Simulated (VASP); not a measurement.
**Zn: single point with PBEsol**

Zn:

```
Zn
1.0
     0.00000    1.94680    1.94680
     1.94680    0.00000    1.94680
     1.94680    1.94680    0.00000
Zn
1
Direct
  0.00000 0.00000 0.00000
```

This cell differs from its parent crystal: volume scaled by 1.04.

* Program: VASP 6.6.1
* Task: single point
* Functional: PBEsol
* Potentials or basis: VASP PAW PBE potentials, release 64 (Zn)
* Cutoff: 520 eV
* k mesh: 16 × 16 × 16
* Occupations: fermi-dirac, width 0.1 eV
* Spin: no spin polarisation
* Dipole correction: no
* Further INCAR settings: ALGO = Normal; EDIFF = 1e-06; NBANDS = 12

```json
{
  "Pressure": "-3.0 GPa",
  "Band gap on the k mesh": "zero (band 6 reaches 5.36 eV, above the bottom of band 7 at 1.77 eV)"
}
```

Levels at points of the mesh, in eV from the Fermi level:
| k point | band 2 | band 3 | band 4 | band 5 | band 6 | band 7 | band 8 | band 9 | band 10 | band 11 |
| --- | --- | --- | --- | --- | --- | --- | --- | --- | --- | --- |
| (0.00, 0.00, 0.00) | -7.67 | -7.67 | -7.67 | -7.27 | -7.27 | 18.62 | 18.62 | 18.62 | 19.11 | 21.36 |
| (0.50, 0.00, 0.00) | -7.68 | -7.68 | -6.97 | -6.97 | -3.04 | -1.35 | 15.54 | 15.54 | 17.62 | 19.22 |
| (0.50, 0.50, 0.00) | -8.32 | -6.98 | -6.89 | -6.89 | -1.09 | 1.82 | 8.54 | 8.54 | 12.26 | 13.53 |

It took 12 s on 1 thread of Intel(R) Xeon(R) Platinum 8488C (Sapphire Rapids), with other jobs on the host, peak memory 0.14 GiB.

Caveat: the PAW data sets were made with another functional, which shifts forces and pressure a little.
